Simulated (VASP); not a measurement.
# BP (v.b) (F-43m) in VASP: single point with PBE

Aim: the single point of BP (v.b) with PBE.

Everything below comes from runs of VASP 6.6.1. Logs are shortened: lines on timing, memory, paths and dates and some standing lists are left out, and cuts for length are marked.

**1. The cell of the first run**

The structure is cubic, space group F-43m (No. 216). Conventional cell: a = 4.548 Å, b = 4.548 Å, c = 4.548 Å, α = 90.00°, β = 90.00°, γ = 90.00°. Within 2.6 Å of B (site symmetry -43m) lie 4 P at 1.97 Å. P (site symmetry -43m) has 4 B at 1.97 Å within 2.6 Å.

**2. Single point, PBE**

Input file INCAR:

```
PREC = Accurate ; ENCUT = 500
EDIFF = 1E-6 ; ISMEAR = 0
SIGMA = 0.02 ; LREAL = F
LASPH = T ; NELM = 120
ALGO = Normal ; ISIF = 2
LWAVE = F ; LCHARG = T
GGA = PE ; LELF = T
LVHAR = T ; NBANDS = 11
GGA_COMPAT = F
```

Input file KPOINTS:

```
Automatic mesh
0
Gamma
  10 10 10
```

Input file POSCAR:

```
BP
1.0
    0.0000000000      2.2740785047      2.2740785047
    2.2740785047      0.0000000000      2.2740785047
    2.2740785047      2.2740785047      0.0000000000
B P
1 1
Direct
    0.0000000000      0.0000000000      0.0000000000
    0.2500000000      0.2500000000      0.2500000000
```

Potentials or basis: VASP PAW PBE potentials, release 64 (B, P).

Command:

```
> cat potpaw_PBE.64/B/POTCAR potpaw_PBE.64/P/POTCAR > POTCAR
> mpirun -np 1 vasp_std > vasp.out
```

OUTCAR:

```text
PREC = Accurate
   ENCUT = 500
   EDIFF = 1E-6
   ISMEAR = 0
   LREAL = F
   LASPH = T
   NELM = 120
   ISIF = 2
   GGA = PE

 ion  position               nearest neighbor table
   1  0.000  0.000  0.000-   2 1.97   2 1.97   2 1.97   2 1.97
   2  0.250  0.250  0.250-   1 1.97   1 1.97   1 1.97   1 1.97

  LATTYP: Found a face centered cubic cell.
 ALAT       =     4.5481570094

  Lattice vectors:

 A1 = (   0.0000000000,   2.2740785047,   2.2740785047)
 A2 = (   2.2740785047,   0.0000000000,   2.2740785047)
 A3 = (   2.2740785047,   2.2740785047,   0.0000000000)

Analysis of symmetry for initial positions (statically):
=====================================================================
 Subroutine PRICEL returns:
 Original cell was already a primitive cell.

 Routine SETGRP: Setting up the symmetry group for a
 face centered cubic supercell.

 Subroutine GETGRP returns: Found 24 space group operations
 (whereof 24 operations were pure point group operations)
 out of a pool of 48 trial point group operations.

The static configuration has the point symmetry T_d .

Analysis of symmetry for dynamics (positions and initial velocities):
=====================================================================
 Subroutine PRICEL returns:
 Original cell was already a primitive cell.

 Routine SETGRP: Setting up the symmetry group for a
 face centered cubic supercell.

 Subroutine GETGRP returns: Found 24 space group operations
 (whereof 24 operations were pure point group operations)
 out of a pool of 48 trial point group operations.

The dynamic configuration has the point symmetry T_d .

 Subroutine INISYM returns: Found 24 space group operations
 (whereof 24 operations are pure point group operations),
 and found     1 'primitive' translations

----------------------------------------------------------------------------------------

                                     Primitive cell

  volume of cell :      23.5205

  direct lattice vectors                    reciprocal lattice vectors
     0.000000000  2.274078505  2.274078505    -0.219869278  0.219869278  0.219869278
     2.274078505  0.000000000  2.274078505     0.219869278 -0.219869278  0.219869278
     2.274078505  2.274078505  0.000000000     0.219869278  0.219869278 -0.219869278

  length of vectors
     3.216032663  3.216032663  3.216032663     0.380824761  0.380824761  0.380824761

  position of ions in fractional coordinates (direct lattice)
     0.000000000  0.000000000  0.000000000
     0.250000000  0.250000000  0.250000000

  ion indices of the primitive-cell ions
   primitive index   ion index
                 1           1
                 2           2

----------------------------------------------------------------------------------------

 KPOINTS: Automatic mesh

Automatic generation of k-mesh.
 Grid dimensions read from file:
 generate k-points for:   10   10   10

 Generating k-lattice:

  Cartesian coordinates                     Fractional coordinates (reciprocal lattice)
    -0.021986928  0.021986928  0.021986928     0.100000000  0.000000000  0.000000000
     0.021986928 -0.021986928  0.021986928     0.000000000  0.100000000  0.000000000
     0.021986928  0.021986928 -0.021986928     0.000000000  0.000000000  0.100000000

  Length of vectors
     0.038082476  0.038082476  0.038082476

  Shift w.r.t. Gamma in fractional coordinates (k-lattice)
     0.000000000  0.000000000  0.000000000

 Subroutine IBZKPT returns following result:
 ===========================================

 Found     47 irreducible k-points:

 Following reciprocal coordinates:
            Coordinates               Weight
  0.000000  0.000000  0.000000      1.000000
  0.100000  0.000000  0.000000      8.000000
  0.200000  0.000000  0.000000      8.000000
  0.300000  0.000000  0.000000      8.000000
  0.400000  0.000000  0.000000      8.000000
  0.500000  0.000000  0.000000      4.000000
[... 16 lines left out ...]
  0.300000  0.300000  0.000000      6.000000
  0.400000  0.300000  0.000000     24.000000
 [... further k-points ...]
   k-points           NKPTS =     47   k-points in BZ     NKDIM =     47   number of bands    NBANDS=     11
   number of dos      NEDOS =    301   number of ions     NIONS =      2
   total plane-waves  NPLWV =  13824
   dimension x,y,z NGX =    24 NGY =   24 NGZ =   24
   dimension x,y,z NGXF=    48 NGYF=   48 NGZF=   48
   ions per type =               1   1
   NGX,Y,Z   is equivalent  to a cutoff of  12.41, 12.41, 12.41 a.u.
   NGXF,Y,Z  is equivalent  to a cutoff of  24.81, 24.81, 24.81 a.u.
 SYSTEM =  unknown system
   PREC   = accura    normal or accurate (medium, high low for compatibility)
   ISTART =      0    job   : 0-new  1-cont  2-samecut
   ICHARG =      2    charge: 1-file 2-atom 10-const
   ISPIN  =      1    spin polarized calculation?
   LNONCOLLINEAR =      F non collinear calculations
   LSORBIT =      F    spin-orbit coupling
   LASPH  =      T    aspherical Exc in radial PAW
   ENCUT  =  500.0 eV  36.75 Ry    6.06 a.u.   5.86  5.86  5.86*2*pi/ulx,y,z
   NELM   =    120;   NELMIN=  2; NELMDL= -5     # of ELM steps
   EDIFF  = 0.1E-05   stopping-criterion for ELM
   LREAL  =      F    real-space projection
   EDIFFG = 0.1E-04   stopping-criterion for IOM
   NSW    =      0    number of steps for IOM
   IBRION =     -1    ionic relax: 0-MD 1-quasi-New 2-CG
   NFREE  =      0    steps in history (QN), initial steepest desc. (CG)
   ISIF   =      2    stress and relaxation
   ISYM   =      2    0-nonsym 1-usesym 2-fastsym
   POTIM  = 0.5000    time-step for ionic-motion
   TEBEG  =    0.0;   TEEND  =   0.0 temperature during run
   PSTRESS=    0.0 pullay stress
   NELECT =       8.0000    total number of electrons
   NUPDOWN=      -1.0000    fix difference up-down
   EMIN   =  10.00;   EMAX   =-10.00  energy-range for DOS
   EFERMI =   0.00;   METHOD = LEGACY
   ISMEAR =     0;   SIGMA  =   0.02  broadening in eV -4-tet -1-fermi 0-gaus
   EFERMI_NEDOS =   21; number of points for ismear=-14 and -15
   IALGO  =     38    algorithm
   IMIX   =      4    mixing-type and parameters
     AMIX     =   0.40;   BMIX     =  1.00
     AMIX_MAG =   1.60;   BMIX_MAG =  1.00
  volume/ion in A,a.u.               =      11.76        79.36
  Fermi-wavevector in a.u.,A,eV,Ry     =   1.142763  2.159508 17.767937  1.305906
  Thomas-Fermi vector in A             =   2.279460
   LORBIT       =      0    0 simple, 1 ext, 2 COOP (PROOUT), +10 PAW based schemes
   GGA     = PE    functional components
   LHFCALC =     F    Hartree Fock is set to
   AEXX    =    0.0000 exact exchange contribution
   IVDW    =     0    specifies the selected vdW correction
   LEPSILON=     F    determine dielectric tensor
   LRPA    =     F    only Hartree local field effects (RPA)
 non-spin polarized calculation
 Gauss-broadening in eV      SIGMA  =   0.02
  energy-cutoff  :      500.00
  volume of cell :       23.52
 maximum number of plane-waves:       610
   NGX = 11   NGY = 11   NGZ = 11

 number of electron       8.0000000 magnetization

 Free energy of the ion-electron system (eV)
  ---------------------------------------------------
  ext. energy  EPLUGINS =         0.00000000
  ---------------------------------------------------
  free energy    TOTEN  =       -12.93057768 eV

  energy without entropy =      -12.93057768  energy(sigma->0) =      -12.93057768

 E-fermi :   7.4774     XC(G=0): -10.8784

 val. band max:        7.3537683461   @ k =   0.0000   0.0000   0.0000
 cond. band min:       8.6021450788   @ k =   0.4000   0.4000   0.0000
 fundamental gap:      1.2483767328
 Fermi energy:         7.4773575045

 k-point     1 :       0.0000    0.0000    0.0000
  band No.  band energies     occupation
      1      -8.0469      2.00000
      2       7.3538      2.00000
      3       7.3538      2.00000
      4       7.3538      2.00000
      5      10.7447      0.00000
      6      10.7447      0.00000
      7      10.7447      0.00000
      8      14.6262      0.00000
      9      18.8215      0.00000
     10      19.4634      0.00000
     11      19.4634      0.00000

 k-point     2 :       0.1000    0.0000    0.0000
  band No.  band energies     occupation
      1      -7.8677      2.00000
      2       6.0567      2.00000
      3       7.0608      2.00000
      4       7.0608      2.00000
      5      11.1505      0.00000
      6      11.1505      0.00000
      7      11.1747      0.00000
      8      15.1542      0.00000
      9      18.7838      0.00000
     10      18.7838      0.00000
     11      19.3866      0.00000

 k-point     3 :       0.2000    0.0000    0.0000
  band No.  band energies     occupation
      1      -7.3372      2.00000
      2       3.7249      2.00000
      3       6.5046      2.00000
      4       6.5046      2.00000
      5      11.3604      0.00000
      6      11.8677      0.00000
      7      11.8677      0.00000
      8      16.3467      0.00000
      9      18.1855      0.00000
     10      18.1855      0.00000
     11      20.2443      0.00000

 k-point     4 :       0.3000    0.0000    0.0000
  band No.  band energies     occupation
      1      -6.4854      2.00000
      2       1.3771      2.00000
      3       6.0176      2.00000
      4       6.0176      2.00000
      5      11.2596      0.00000
      6      12.2002      0.00000
      7      12.2002      0.00000
      8      17.2851      0.00000
      9      18.7549      0.00000
     10      18.7549      0.00000
     11      20.4970      0.00000
[... 239 lines left out ...]
 k-point    22 :      -0.2000    0.2000    0.0000
  band No.  band energies     occupation
      1      -6.1956      2.00000
      2       2.1208      2.00000
      3       3.2081      2.00000
      4       6.1159      2.00000
      5      11.8118      0.00000
      6      12.6527      0.00000
      7      13.7119      0.00000
      8      15.6462      0.00000
      9      16.8510      0.00000
     10      20.9213      0.00000
     11      23.0707      0.00000

 k-point    23 :       0.3000    0.3000    0.0000
  band No.  band energies     occupation
      1      -5.9445      2.00000
      2       2.5281      2.00000
      3       4.1528      2.00000
      4       4.1528      2.00000
      5       8.8832      0.00000
      6      11.2669      0.00000
      7      16.1771      0.00000
      8      16.1771      0.00000
      9      20.3260      0.00000
     10      21.7085      0.00000
     11      23.8091      0.00000

 k-point    24 :       0.4000    0.3000    0.0000
  band No.  band energies     occupation
      1      -5.1250      2.00000
      2       1.2082      2.00000
      3       3.3304      2.00000
      4       3.8596      2.00000
      5       9.1706      0.00000
      6      10.9788      0.00000
      7      16.7840      0.00000
      8      16.7992      0.00000
      9      21.2763      0.00000
     10      22.5778      0.00000
     11      24.3167      0.00000

 [... further k-points ...]
[... 5 lines left out ...]
  --------------------------------------------------------------------------------------
  -------------------------------------------------------------------------------------
  Total       -0.0289610     -0.0289610     -0.0289610     -0.0000000     -0.0000000     -0.0000000
  in kB       -1.9727754     -1.9727754     -1.9727754     -0.0000000     -0.0000000     -0.0000000
  external PRESSURE =      -1.9727754 kB  Pullay stress =       0.0000000 kB

 VOLUME and BASIS-vectors are now :
 -----------------------------------------------------------------------------
  energy-cutoff  :      500.00
  volume of cell :       23.52
      direct lattice vectors                 reciprocal lattice vectors
     0.000000000  2.274078505  2.274078505    -0.219869278  0.219869278  0.219869278
     2.274078505  0.000000000  2.274078505     0.219869278 -0.219869278  0.219869278
     2.274078505  2.274078505  0.000000000     0.219869278  0.219869278 -0.219869278

 POSITION                                       TOTAL-FORCE (eV/Angst)
 -----------------------------------------------------------------------------------
      0.00000      0.00000      0.00000        -0.000000     -0.000000     -0.000000
      1.13704      1.13704      1.13704         0.000000      0.000000      0.000000
 -----------------------------------------------------------------------------------
    total drift:                                0.000000      0.000000      0.000000

  FREE ENERGIE OF THE ION-ELECTRON SYSTEM (eV)
  ---------------------------------------------------
  free  energy   TOTEN  =       -12.9305776806 eV

  energy  without entropy=      -12.9305776806  energy(sigma->0) =      -12.93057768
```

It took 6.4 s on 1 thread of Intel Xeon Platinum 8488C (Sapphire Rapids), shared host; peak memory 0.13 GiB.

What came out:

```yaml
Free_energy: -12.9306 eV
Pressure: -0.2 GPa
Band_gap_on_the_k_mesh: 1.25 eV, indirect (least direct gap 3.39 eV)
```

Levels at points of the mesh, in eV from the valence-band top:
| k point | band 2 | band 3 | band 4 | band 5 | band 6 | band 7 |
| --- | --- | --- | --- | --- | --- | --- |
| (0.00, 0.00, 0.00) | 0.00 | 0.00 | 0.00 | 3.39 | 3.39 | 3.39 |
| (0.50, 0.00, 0.00) | -8.99 | -1.75 | -1.75 | 3.74 | 4.71 | 4.71 |
| (0.50, 0.50, 0.00) | -8.55 | -4.09 | -4.09 | 1.35 | 1.67 | 12.06 |

A k mesh can miss the band edges.
